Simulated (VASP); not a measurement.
A run of VASP 6.6.1 is set up as follows.

Contents of INCAR:

```
PREC     = Accurate       # precision mode
ENCUT    = 520            # plane-wave cutoff, eV
EDIFF    = 1E-6           # SCF threshold, eV
ISMEAR   = 0              # smearing method
SIGMA    = 0.1            # smearing width, eV
LREAL    = F              # projectors in reciprocal space
LASPH    = T              # aspherical terms in the spheres
NELM     = 100            # most SCF steps
ALGO     = Normal         # electronic algorithm
ISIF     = 2              # what is computed and relaxed
LWAVE    = F              # write WAVECAR
LCHARG   = T              # write CHGCAR
GGA      = PE             # functional
LELF     = T              # ELF
LVHAR    = T            
NBANDS   = 27             # bands
```

Contents of KPOINTS:

```
Automatic mesh
0
Gamma
  6 6 6
```

The input POSCAR:

```
TiRu2
1.0
    4.2873298152      0.0000000000      0.0000000000
   -2.1436649076      3.7129365344      0.0000000000
    0.0000000000      0.0000000000      2.8240079073
Ti Ru
1 2
Direct
    0.0000000000      0.0000000000      0.0000000000
    0.3333333333      0.6666666667      0.5000000000
    0.6666666667      0.3333333333      0.5000000000
```

Potentials or basis: VASP PAW PBE potentials, release 64 (Ti_sv, Ru_pv).

Launch:

```bash
$ cat potpaw_PBE.64/Ti_sv/POTCAR potpaw_PBE.64/Ru_pv/POTCAR > POTCAR
$ mpirun -np 1 vasp_std > vasp.out
```

(1) What does it give for the band gap on the k mesh?

(2) What does it give for the pressure?

Results:

(1) zero (bands 20 and 21 overlap by 1.22 eV).

(2) -0.1 GPa.

Caveat: the k points lie up to 0.37 Å⁻¹ apart, too coarse for converged energies and pressures of a metal.
